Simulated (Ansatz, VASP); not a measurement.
**One calculation of KCl, two programs**

```
K Cl
1.0
     0.00000    3.14488    3.14488
     3.14488    0.00000    3.14488
     3.14488    3.14488    0.00000
K Cl
1 1
Direct
  0.00000 0.00000 0.00000
  0.50000 0.50000 0.50000
```

Alike in both runs: task single point; functional LDA; k mesh 8 × 8 × 8; no spin polarisation.

|  | VASP | Ansatz |
| --- | --- | --- |
| version | VASP 6.6.1 | Ansatz 0.2.0 |
| potentials or method | VASP PAW LDA potentials, release 64 (K_sv, Cl) | plane waves, PAW |
| plane-wave cutoff (eV) | 520 | 420 |
| occupations | gaussian, width 0.01 eV | fixed |
| valence electrons in the cell | 16 | 16 |

```csv
,VASP,Ansatz,Ansatz less VASP
gap on the k mesh at the Fermi level (eV),4.75,4.75,-0.004
pressure (GPa),-1.9,-1.9,-0.04
```

LDA's correlation is that of Perdew and Zunger in VASP and of Perdew and Wang (1992) in Ansatz.
